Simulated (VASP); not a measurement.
# CoSi16 (a cell with a defect) in VASP: relaxation of the atoms with PBE

Aim: the relaxation of the atoms of CoSi16 (a cell with a defect) with PBE.

Everything below comes from runs of VASP 6.6.1. Logs are shortened: lines on timing, memory, paths and dates and some standing lists are left out, and cuts for length are marked.

## 1. The cell of the first run

The cell holds a defect, 17 atoms: a = 7.736 Å, b = 7.736 Å, c = 7.736 Å, α = 60.00°, β = 60.00°, γ = 60.00°.

## 2. Relaxation of the atoms, PBE, collinear spin, ferromagnetic start (with an interstitial atom)

INCAR

```
SYSTEM = CoSi16
PREC     = Accurate       ! precision mode
ENCUT    = 520            ! plane-wave cutoff, eV
EDIFF    = 1E-6           ! SCF threshold, eV
ISMEAR   = 0              ! smearing method
SIGMA    = 0.02           ! smearing width, eV
LREAL    = Auto         
LASPH    = .TRUE.         ! aspherical terms in the spheres
NELM     = 150            ! most SCF steps
ALGO     = Normal         ! electronic algorithm
ISIF     = 2              ! what is computed and relaxed
LWAVE    = .FALSE.        ! write WAVECAR
LCHARG   = .FALSE.        ! write CHGCAR
ISPIN    = 2              ! spin polarisation
MAGMOM   = 0 0 0 0 0 0 0 0 0 0 0 0 0 0 0 0 3 ! initial moments
LORBIT   = 11             ! projections on sites
LMAXMIX  = 4              ! l up to which the mixer works
GGA      = PE             ! functional
IBRION   = 2              ! ionic algorithm
NSW      = 80             ! ionic steps
EDIFFG   = -0.02          ! ionic threshold
KPAR     = 2
```

KPOINTS

```
regular mesh
0
G
  2 2 2
  0 0 0
```

POSCAR

```
CoSi16
1.0
    0.0000000000      5.4700937627     -5.4700937627
    5.4700937627      5.4700937627      0.0000000000
    5.4700937627      0.0000000000     -5.4700937627
Si Co
16 1
Direct
    0.1250000000      0.1250000000      0.1250000000
    0.1250000000      0.6250000000      0.1250000000
    0.6250000000      0.1250000000      0.1250000000
    0.6250000000      0.6250000000      0.1250000000
    0.1250000000      0.1250000000      0.6250000000
    0.1250000000      0.6250000000      0.6250000000
    0.6250000000      0.1250000000      0.6250000000
    0.6250000000      0.6250000000      0.6250000000
    0.2500000000      0.7500000000      0.2500000000
    0.2500000000      0.2500000000      0.2500000000
    0.7500000000      0.7500000000      0.2500000000
    0.7500000000      0.2500000000      0.2500000000
    0.2500000000      0.7500000000      0.7500000000
    0.2500000000      0.2500000000      0.7500000000
    0.7500000000      0.7500000000      0.7500000000
    0.7500000000      0.2500000000      0.7500000000
   -0.0160091094      0.0091947857      0.0155291152
```

Potentials or basis: VASP PAW PBE potentials, release 64 (Si, Co).

On the command line:

```bash
$ cat potpaw_PBE.64/Si/POTCAR potpaw_PBE.64/Co/POTCAR > POTCAR
$ mpirun -np 4 vasp_std > vasp.out
```

OUTCAR:

```text
SYSTEM = CoSi16
   PREC = Accurate
   ENCUT = 520
   EDIFF = 1E-6
   ISMEAR = 0
   LREAL = Auto
   LASPH = .TRUE.
   NELM = 150
   ISIF = 2
   ISPIN = 2
   LORBIT = 11
   GGA = PE
   IBRION = 2
   NSW = 80
   EDIFFG = -0.02

 ion  position               nearest neighbor table
   1  0.125  0.125  0.125-  17 2.32  10 2.37  12 2.37  14 2.37   9 2.37
   2  0.125  0.625  0.125-   9 2.37  10 2.37  11 2.37  13 2.37  17 2.43
   3  0.625  0.125  0.125-  17 2.27  12 2.37  10 2.37  16 2.37  11 2.37
   4  0.625  0.625  0.125-  11 2.37   9 2.37  12 2.37  15 2.37
   5  0.125  0.125  0.625-  14 2.37  13 2.37  10 2.37  16 2.37  17 2.47
   6  0.125  0.625  0.625-  13 2.37   9 2.37  14 2.37  15 2.37
   7  0.625  0.125  0.625-  16 2.37  14 2.37  15 2.37  12 2.37
   8  0.625  0.625  0.625-  15 2.37  13 2.37  11 2.37  16 2.37
   9  0.250  0.750  0.250-   2 2.37   1 2.37   4 2.37   6 2.37  17 2.74
  10  0.250  0.250  0.250-   1 2.37   2 2.37   3 2.37   5 2.37
  11  0.750  0.750  0.250-   4 2.37   3 2.37   2 2.37   8 2.37  17 2.70
  12  0.750  0.250  0.250-   3 2.37   1 2.37   4 2.37   7 2.37  17 2.60
  13  0.250  0.750  0.750-   6 2.37   5 2.37   2 2.37   8 2.37  17 2.87
  14  0.250  0.250  0.750-   5 2.37   1 2.37   6 2.37   7 2.37  17 2.78
  15  0.750  0.750  0.750-   8 2.37   6 2.37   7 2.37   4 2.37
  16  0.750  0.250  0.750-   7 2.37   5 2.37   3 2.37   8 2.37  17 2.74
  17  0.984  0.009  0.016-   3 2.27   1 2.32   2 2.43   5 2.47  12 2.60  11 2.70  16 2.74   9 2.74
                            14 2.78  13 2.87

  LATTYP: Found a face centered cubic cell.
 ALAT       =    10.9401875254

  Lattice vectors:

 A1 = (   0.0000000000,   5.4700937627,  -5.4700937627)
 A2 = (   5.4700937627,   5.4700937627,   0.0000000000)
 A3 = (   5.4700937627,   0.0000000000,  -5.4700937627)

Analysis of symmetry for initial positions (statically):
=====================================================================
 Subroutine PRICEL returns:
 Original cell was already a primitive cell.

 Routine SETGRP: Setting up the symmetry group for a
 face centered cubic supercell.

 Subroutine GETGRP returns: Found  1 space group operations
 (whereof  1 operations were pure point group operations)
 out of a pool of 48 trial point group operations.

The static configuration has the point symmetry C_1 .

Analysis of symmetry for dynamics (positions and initial velocities):
=====================================================================
 Subroutine PRICEL returns:
 Original cell was already a primitive cell.

 Routine SETGRP: Setting up the symmetry group for a
 face centered cubic supercell.

 Subroutine GETGRP returns: Found  1 space group operations
 (whereof  1 operations were pure point group operations)
 out of a pool of 48 trial point group operations.

The dynamic configuration has the point symmetry C_1 .

Analysis of structural, dynamic, and magnetic symmetry:
=====================================================================
 Subroutine PRICEL returns:
 Original cell was already a primitive cell.

 Routine SETGRP: Setting up the symmetry group for a
 face centered cubic supercell.

 Subroutine GETGRP returns: Found  1 space group operations
 (whereof  1 operations were pure point group operations)
 out of a pool of 48 trial point group operations.

The overall configuration has the point symmetry C_1 .

 Subroutine INISYM returns: Found  1 space group operations
 (whereof  1 operations are pure point group operations),
 and found     1 'primitive' translations

----------------------------------------------------------------------------------------

                                     Primitive cell

  volume of cell :     327.3515

  direct lattice vectors                    reciprocal lattice vectors
     0.000000000  5.470093763 -5.470093763    -0.091406111  0.091406111 -0.091406111
     5.470093763  5.470093763  0.000000000     0.091406111  0.091406111  0.091406111
     5.470093763  0.000000000 -5.470093763     0.091406111 -0.091406111 -0.091406111

  length of vectors
     7.735880787  7.735880787  7.735880787     0.158320029  0.158320029  0.158320029

  position of ions in fractional coordinates (direct lattice)
     0.125000000  0.125000000  0.125000000
[... 75 lines left out ...]
   total plane-waves  NPLWV = 216000
   dimension x,y,z NGX =    60 NGY =   60 NGZ =   60
   dimension x,y,z NGXF=   120 NGYF=  120 NGZF=  120
   ions per type =              16   1
   NGX,Y,Z   is equivalent  to a cutoff of  12.89, 12.89, 12.89 a.u.
   NGXF,Y,Z  is equivalent  to a cutoff of  25.79, 25.79, 25.79 a.u.
 SYSTEM =  CoSi16
   PREC   = accura    normal or accurate (medium, high low for compatibility)
   ISTART =      0    job   : 0-new  1-cont  2-samecut
   ICHARG =      2    charge: 1-file 2-atom 10-const
   ISPIN  =      2    spin polarized calculation?
   LNONCOLLINEAR =      F non collinear calculations
   LSORBIT =      F    spin-orbit coupling
   LASPH  =      T    aspherical Exc in radial PAW
   ENCUT  =  520.0 eV  38.22 Ry    6.18 a.u.  14.38 14.38 14.38*2*pi/ulx,y,z
   NELM   =    150;   NELMIN=  2; NELMDL= -5     # of ELM steps
   EDIFF  = 0.1E-05   stopping-criterion for ELM
   LREAL  =      T    real-space projection
   EDIFFG = -.2E-01   stopping-criterion for IOM
   NSW    =     80    number of steps for IOM
   IBRION =      2    ionic relax: 0-MD 1-quasi-New 2-CG
   NFREE  =      1    steps in history (QN), initial steepest desc. (CG)
   ISIF   =      2    stress and relaxation
   ISYM   =      2    0-nonsym 1-usesym 2-fastsym
   POTIM  = 0.5000    time-step for ionic-motion
   TEBEG  =    0.0;   TEEND  =   0.0 temperature during run
   PSTRESS=    0.0 pullay stress
   NELECT =      73.0000    total number of electrons
   NUPDOWN=      -1.0000    fix difference up-down
   EMIN   =  10.00;   EMAX   =-10.00  energy-range for DOS
   EFERMI =   0.00;   METHOD = LEGACY
   ISMEAR =     0;   SIGMA  =   0.02  broadening in eV -4-tet -1-fermi 0-gaus
   EFERMI_NEDOS =   21; number of points for ismear=-14 and -15
   IALGO  =     38    algorithm
   IMIX   =      4    mixing-type and parameters
     AMIX     =   0.40;   BMIX     =  1.00
     AMIX_MAG =   1.60;   BMIX_MAG =  1.00
  volume/ion in A,a.u.               =      19.26       129.95
  Fermi-wavevector in a.u.,A,eV,Ry     =   0.992760  1.876045 13.409532  0.985573
  Thomas-Fermi vector in A             =   2.124595
   LORBIT       =     11    0 simple, 1 ext, 2 COOP (PROOUT), +10 PAW based schemes
   GGA     = PE    functional components
   LHFCALC =     F    Hartree Fock is set to
   AEXX    =    0.0000 exact exchange contribution
   IVDW    =     0    specifies the selected vdW correction
   LEPSILON=     F    determine dielectric tensor
   LRPA    =     F    only Hartree local field effects (RPA)
 conjugate gradient relaxation of ions
 spin polarized calculation
 Gauss-broadening in eV      SIGMA  =   0.02
  energy-cutoff  :      520.00
  volume of cell :      327.35
 maximum number of plane-waves:      8824
 NGX is ok and might be reduce to    60
   NGX = 29   NGY = 29   NGZ = 29

--------------------------------------- Ionic step        1  -------------------------------------------

 number of electron      73.0000003 magnetization       1.2496863

 Free energy of the ion-electron system (eV)
  ---------------------------------------------------
  ext. energy  EPLUGINS =         0.00000000
  ---------------------------------------------------
  free energy    TOTEN  =       -91.35272993 eV

  energy without entropy =      -91.35121277  energy(sigma->0) =      -91.35197135

------------------------ aborting loop because EDIFF is reached ----------------------------------------

  FORCE on cell =-STRESS in cart. coord.  units (eV):
  Direction    XX          YY          ZZ          XY          YZ          ZX
  --------------------------------------------------------------------------------------
  -------------------------------------------------------------------------------------
  Total        1.1076972      0.5439600      0.4094159     -0.0956425     -0.5337365      0.1196401
  in kB        5.4214732      2.6623382      2.0038307     -0.4681091     -2.6123006      0.5855622
  external PRESSURE =       3.3625474 kB  Pullay stress =       0.0000000 kB
[... 134 lines left out ...]
  FREE ENERGIE OF THE ION-ELECTRON SYSTEM (eV)
  ---------------------------------------------------
  free  energy   TOTEN  =       -91.3886578024 eV

  energy  without entropy=      -91.3867099431  energy(sigma->0) =      -91.38768387

[... ionic steps 4 to 10 ...]

--------------------------------------- Ionic step       11  -------------------------------------------

 number of electron      73.0000006 magnetization       1.2500000

------------------------ aborting loop because EDIFF is reached ----------------------------------------
[... 97 lines left out ...]
--------------------------------------- Ionic step       13  -------------------------------------------

 number of electron      73.0000006 magnetization       1.2500000

 Free energy of the ion-electron system (eV)
  ---------------------------------------------------
  ext. energy  EPLUGINS =         0.00000000
  ---------------------------------------------------
  free energy    TOTEN  =       -91.40164526 eV

  energy without entropy =      -91.39962578  energy(sigma->0) =      -91.40063552

 E-fermi :   6.4253     XC(G=0):  -9.5907

 val. band max:        6.4210688136   @ k =   0.5000   0.5000   0.5000
 cond. band min:       6.4262739654   @ k =   0.5000   0.0000   0.0000
 fundamental gap:      0.0052051519
 Fermi energy:         6.4252958714

 spin component 1

 k-point     1 :       0.0000    0.0000    0.0000
  band No.  band energies     occupation
      1      -5.9525      1.00000
      2      -3.6392      1.00000
      3      -3.6370      1.00000
      4      -3.6339      1.00000
      5      -3.6233      1.00000
      6      -2.0387      1.00000
[... 397 lines left out ...]
     47      10.2773      0.00000
     48      10.3207      0.00000
 Fermi energy:         6.4252958714

 spin component 2

 k-point     1 :       0.0000    0.0000    0.0000
  band No.  band energies     occupation
      1      -5.9310      1.00000
      2      -3.6137      1.00000
      3      -3.6090      1.00000
      4      -3.6067      1.00000
      5      -3.6039      1.00000
      6      -2.0356      1.00000
[... 441 lines left out ...]
  FREE ENERGIE OF THE ION-ELECTRON SYSTEM (eV)
  ---------------------------------------------------
  free  energy   TOTEN  =       -91.4016452607 eV

  energy  without entropy=      -91.3996257754  energy(sigma->0) =      -91.40063552

 reached required accuracy - stopping structural energy minimisation

 total charge

# of ion       s       p       d       tot
------------------------------------------
    1        0.731   0.950   0.000   1.681
    2        0.732   0.948   0.000   1.680
    3        0.731   0.951   0.000   1.681
    4        0.743   0.929   0.000   1.672
    5        0.732   0.948   0.000   1.680
    6        0.742   0.930   0.000   1.673
[... 9 lines left out ...]
   16        0.734   0.934   0.000   1.668
   17        0.374   0.387   7.521   8.282
--------------------------------------------------
tot         12.171  15.374   7.521  35.065

 magnetization (x)

# of ion       s       p       d       tot
------------------------------------------
    1        0.000   0.023   0.000   0.023
    2       -0.000   0.028   0.000   0.028
    3        0.000   0.022   0.000   0.022
    4       -0.001   0.010   0.000   0.009
    5       -0.000   0.030   0.000   0.029
    6       -0.000   0.009   0.000   0.008
[... 9 lines left out ...]
   16        0.000   0.007   0.000   0.008
   17        0.002   0.002   0.946   0.951
--------------------------------------------------
tot         -0.001   0.181   0.946   1.127
```

It took 10 min on 4 MPI ranks of Intel Xeon 6975P-C (Granite Rapids), shared host; peak memory 0.49 GiB.

What came out:

| Quantity | Value |
| --- | --- |
| Free energy | -91.4016 eV |
| Energy gained by relaxing | 2.9 meV/atom |
| Ionic steps | 13 |
| Pressure after relaxing | 0.0 GPa |
| Largest force after relaxing | 0.020 eV/Å |
| Net moment | 1.25 μB per cell |
| Site moments | Si +0.02, +0.03, +0.01, -0.00, +0.00 (each value once); Co +0.95 μB |
| Valence electrons inside the program's atomic spheres | Si 1.68, 1.67, 1.69 (each value once); Co 8.28 |

Forces in eV/Å, atoms in the order of the input:
```
Si   0.004  0.004 -0.005
Si   0.011 -0.002 -0.001
Si  -0.001  0.000  0.001
Si  -0.013  0.003  0.003
Si   0.006  0.001  0.000
Si  -0.003  0.012 -0.012
Si  -0.003 -0.001 -0.002
Si   0.001 -0.011  0.011
Si  -0.004  0.004 -0.004
Si   0.002 -0.002  0.007
Si   0.000 -0.005  0.004
Si   0.002 -0.003  0.001
Si   0.015  0.001  0.001
Si  -0.005  0.000  0.000
Si  -0.019  0.005  0.002
Si  -0.002  0.000  0.001
Co   0.009 -0.005 -0.008
```

Step by step:
| step | energy change (eV) | largest force (eV/Å) | pressure (GPa) |
| --- | --- | --- | --- |
| 1 | 0.0000 | 0.8066 | 0.34 |
| 2 | -0.0359 | 0.2228 | 0.12 |
| 3 | -0.0359 | 0.2328 | 0.10 |
| 4 | -0.0396 | 0.1374 | 0.09 |
| 5 | -0.0404 | 0.1334 | 0.09 |
| 6 | -0.0430 | 0.0874 | 0.09 |
| 7 | -0.0449 | 0.0959 | 0.09 |
| 8 | -0.0473 | 0.0596 | 0.07 |
| 9 | -0.0482 | 0.0674 | 0.04 |
| 10 | -0.0483 | 0.0484 | 0.05 |
| 11 | -0.0487 | 0.0275 | 0.04 |
| 12 | -0.0488 | 0.0246 | 0.05 |
| 13 | -0.0489 | 0.0198 | 0.05 |

Final structure:
```
CELL_PARAMETERS angstrom
0.00000 5.47009 -5.47009
5.47009 5.47009 0.00000
5.47009 0.00000 -5.47009
ATOMIC_POSITIONS crystal
Si 0.12699 0.12745 0.12748
Si 0.12476 0.62476 0.12523
Si 0.61677 0.12781 0.12789
Si 0.62626 0.62501 0.12228
Si 0.12393 0.12452 0.62722
Si 0.12288 0.62537 0.62495
Si 0.62653 0.12237 0.62441
Si 0.62702 0.62521 0.62476
Si 0.25042 0.75199 0.24909
Si 0.24519 0.25298 0.25550
Si 0.74799 0.75237 0.24899
Si 0.75050 0.24949 0.24889
Si 0.25104 0.74848 0.74967
Si 0.25070 0.24947 0.75237
Si 0.75011 0.74982 0.74980
Si 0.74698 0.24937 0.75278
Co 0.99593 0.00271 0.00425
```

Caveat: the k points lie up to 0.50 Å⁻¹ apart; the cell differs from its parent crystal (with an interstitial atom).
